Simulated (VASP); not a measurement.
Crystal: MgO.

```
CELL_PARAMETERS angstrom
0.00000 2.13813 2.13813
2.13813 0.00000 2.13813
2.13813 2.13813 0.00000
ATOMIC_POSITIONS crystal
Mg 0.00000 0.00000 0.00000
O 0.50000 0.50000 0.50000
```

This cell differs from its parent crystal: volume scaled by 1.06.

Base run:

- Program: VASP 6.6.1
- Functional: PBEsol
- Potentials or basis: VASP PAW PBE potentials, release 64 (Mg, O)
- Cutoff: 520 eV
- k mesh: 11 × 11 × 11
- Occupations: fermi-dirac, width 0.05 eV
- Spin: no spin polarisation

Its results: band gap on the k mesh 4.21 eV, direct; pressure -6.9 GPa.

Question: The run is repeated on the same cell with these changes: functional from PBEsol to PBE; further incar settings from ALGO = Normal; EDIFF = 1e-06; NBANDS = 11 to ALGO = Normal; EDIFF = 1e-07; NBANDS = 11. What comes out?

Answer: Band gap on the k mesh 4.30 eV, direct; pressure -3.0 GPa.

Caveats: the PAW data sets were made with another functional, which shifts forces and pressure a little (some runs).

